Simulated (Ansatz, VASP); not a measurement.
**Two plane-wave programs on Al3GaN4**

```
Al Ga N
1.0
     5.04341    0.00000    0.00011
     0.00000    3.13007    0.00000
    -0.00324    0.00000    5.41799
Al Ga N
3 1 4
Cartesian
  2.5266 1.5650 1.0266
  0.0623 1.5650 4.5199
  -0.0345 0.0000 1.7754
  2.5003 0.0000 3.5484
  0.5669 0.0000 3.5657
  0.6236 1.5650 0.9400
  3.1528 1.5650 4.6292
  3.1557 0.0000 1.8220
```

Change from the starting cell: mode 10 (414.8 1/cm) frozen in, largest displacement +0.120 Å.

Alike in both runs: task single point; functional PBEsol; k mesh 6 × 8 × 4; occupations gaussian, width 0.05 eV; no spin polarisation.

|  | VASP | Ansatz |
| --- | --- | --- |
| version | VASP 6.6.1 | Ansatz 0.2.0 |
| potentials or method | VASP PAW PBE potentials, release 64 (Al, Ga_d, N), cutoff 520 eV | scalar-relativistic, plane waves, PAW |
| valence electrons in the cell | 42 | 42 |

Ansatz gave:

```
gap on the k mesh at the Fermi level (eV)                     : 2.98
least direct gap on the mesh (eV)                             : 2.98
pressure (GPa)                                                : 0.6
traceless stress, the component that is largest in VASP (GPa) : -1.69
rms of the force components (eV/Å)                            : 0.800
```

Problem. Estimate VASP's values.

Solution. gap on the k mesh at the Fermi level (eV): 3.00; least direct gap on the mesh (eV): 3.00; pressure (GPa): 0.6; traceless stress, the component that is largest in VASP (GPa): -1.65; rms of the force components (eV/Å): 0.797.

VASP's potentials were made for PBE, not for PBEsol. Atom by atom the forces differ by 0.009 eV/Å (rms over components). The functional is the same, so the differences come from potentials, cutoffs and numerics.
